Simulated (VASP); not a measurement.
Input of a VASP 6.6.1 run:

File INCAR:

```
PREC = Accurate
ENCUT = 520
EDIFF = 1E-6
ISMEAR = 0
SIGMA = 0.1
LREAL = F
LASPH = T
NELM = 60
ALGO = Normal
ISIF = 2
LWAVE = F
LCHARG = F
LDIPOL = T
IDIPOL = 3
DIPOL = 0.5 0.5 0.500
GGA = PE
NBANDS = 18
```

File KPOINTS:

```
regular mesh
0
Gamma
  6 4 1
```

File POSCAR:

```
P
1.0
    3.3100000000      0.0000000000      0.0000000000
    0.0000000000      4.3800000000      0.0000000000
    0.0000000000      0.0000000000     17.0000000000
P
4
Direct
    0.5000000000      0.5899999900      0.5605294100
    0.0000000000      0.9100000100      0.5605294100
    0.5000000000      0.4100000100      0.4394705900
    0.0000000000      0.0899999900      0.4394705900
```

Potentials or basis: VASP PAW PBE potentials, release 64 (P).

The run is started by

```sh
$ cat potpaw_PBE.64/P/POTCAR > POTCAR
$ mpirun -np 1 vasp_std > vasp.out
```

(1) Predict the largest force.

(2) Predict the band gap on the k mesh.

## Answers

(1) 0.899 eV/Å.

(2) 0.81 eV.
